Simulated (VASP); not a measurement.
Input of a VASP 6.6.1 run:

The input INCAR:

```
PREC = Accurate
ENCUT = 520
EDIFF = 1E-7
ISMEAR = 0
SIGMA = 0.05
LREAL = F
LASPH = T
NELM = 100
ALGO = Normal
ISIF = 2
LWAVE = F
LCHARG = F
GGA = PE
NBANDS = 15
```

File KPOINTS:

```
Automatic mesh
0
Gamma
  10 10 10
```

File POSCAR:

```
KBr
1.0
    0.0000000000      3.2925005703      3.2925005703
    3.2925005703      0.0000000000      3.2925005703
    3.2925005703      3.2925005703      0.0000000000
K Br
1 1
Direct
    0.0000000000      0.0000000000      0.0000000000
    0.5000000000      0.5000000000      0.5000000000
```

Potentials or basis: VASP PAW PBE potentials, release 64 (K_sv, Br).

Command:

```sh
$ cat potpaw_PBE.64/K_sv/POTCAR potpaw_PBE.64/Br/POTCAR > POTCAR
$ mpirun -np 1 vasp_std > vasp.out
```

Problem. Predict the band gap on the k mesh.

Solution. 4.45 eV.

Problem. Predict the pressure.

Solution. 0.9 GPa.

A k mesh can miss the band edges. PBE gaps usually lie below the measured ones, often by a third to a half.
